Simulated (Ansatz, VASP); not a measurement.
## AlN in VASP and in Ansatz

INCAR

```
ALGO = Normal
EDIFF = 1E-6
ENCUT = 520
GGA = PE
ISIF = 2
ISMEAR = 0
LASPH = True
LCHARG = True
LELF = True
LREAL = False
LVHAR = True
LWAVE = False
NBANDS = 11
NELM = 80
PREC = Accurate
SIGMA = 0.01
```

Contents of KPOINTS:

```
k-points
0
Gamma
  6 6 6
```

POSCAR

```
AlN
1.0
    0.0000000000      2.1839900000      2.1839900000
    2.1839900000      0.0000000000      2.1839900000
    2.1839900000      2.1839900000      0.0000000000
Al N
1 1
Direct
   -0.0576946980      0.0355075482      0.0445960576
    0.8032374820      0.6821273153      0.6963831834
```

Input for Ansatz:

```yaml
crystal:
  lattice:
    - [0.0, 2.18399, 2.18399]
    - [2.18399, 0.0, 2.18399]
    - [2.18399, 2.18399, 0.0]
  atoms:
    - { symbol: Al, position: [-0.05769469801470286, 0.03550754824656544, 0.04459605759893657] }
    - { symbol: "N", position: [0.8032374819968097, 0.6821273152886955, 0.6963831834195643] }
basis:
  ecutwfc: 450.0
kpoints:
  mp_grid:
    grid: [6, 6, 6]
hamiltonian:
  xc: pbe
scf:
  occupations:
    method: fixed
output:
  forces: true
  stress: true
```

Alike in both runs: task single point; functional PBE; k mesh 6 × 6 × 6; no spin polarisation.

|  | VASP | Ansatz |
| --- | --- | --- |
| version | VASP 6.6.1 | Ansatz 0.2.0 |
| potentials or method | VASP PAW PBE potentials, release 64 (Al, N), cutoff 520 eV | plane waves, PAW |
| occupations | gaussian, width 0.01 eV | fixed |
| valence electrons in the cell | 8 | 8 |

Ansatz gave:

| Item | Value |
| --- | --- |
| pressure (GPa) | 26.6 |
| traceless stress, the component that is largest in VASP (GPa) | -38.48 |
| rms of the force components (eV/Å) | 3.008 |

Q: Estimate VASP's values.

A: Pressure (GPa): 26.7; traceless stress, the component that is largest in VASP (GPa): -38.86; rms of the force components (eV/Å): 3.027.

Atom by atom the forces differ by 0.020 eV/Å (rms over components).
